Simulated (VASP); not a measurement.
The system is MoSe.

```
Mo Se
1.0
     0.00000    3.12345    3.12345
     3.12345    0.00000    3.12345
     3.12345    3.12345    0.00000
Mo Se
1 1
Direct
  0.00000 0.00000 0.00000
  0.25000 0.25000 0.25000
```

* Program: VASP 6.6.1
* Task: relaxation of cell and atoms
* Functional: PBE
* Potentials or basis: VASP PAW PBE potentials, release 64 (Mo_sv, Se)
* Cutoff: 600 eV
* k mesh: 12 × 12 × 12
* Occupations: gaussian, width 0.1 eV
* Spin: no spin polarisation
* Hubbard terms: Mo d U = 4.38 eV

At the start: pressure -5.4 GPa; volume 30.47 Å³/atom.

Problem. How do energy, volume and symmetry change on relaxing?

Solution. Over 4 steps the energy falls by 81.1 meV/atom and the volume is 25.25 Å³/atom (-17.1 %); space group F-43m (No. 216, to 0.1 Å) before and after.

Step by step:
```tsv
step	energy change (eV)	largest force (eV/Å)	pressure (GPa)	volume (Å³)
1	0.0000	0.0000	-5.40	60.94
2	-0.1580	0.0000	-0.70	52.32
3	-0.1621	0.0000	-0.14	50.83
4	-0.1622	0.0000	0.05	50.49
```

Final structure:
```yaml
crystal:
  lattice:
    - [0.00000, 2.93359, 2.93359]
    - [2.93359, 0.00000, 2.93359]
    - [2.93359, 2.93359, 0.00000]
  atoms:
    - { symbol: Mo, position: [0.00000, 0.00000, 0.00000] }
    - { symbol: Se, position: [0.25000, 0.25000, 0.25000] }
```

Caveat: the volume moved by over 15 % at a fixed basis, so the end points are rough; U without spin polarisation on a metal has little footing.
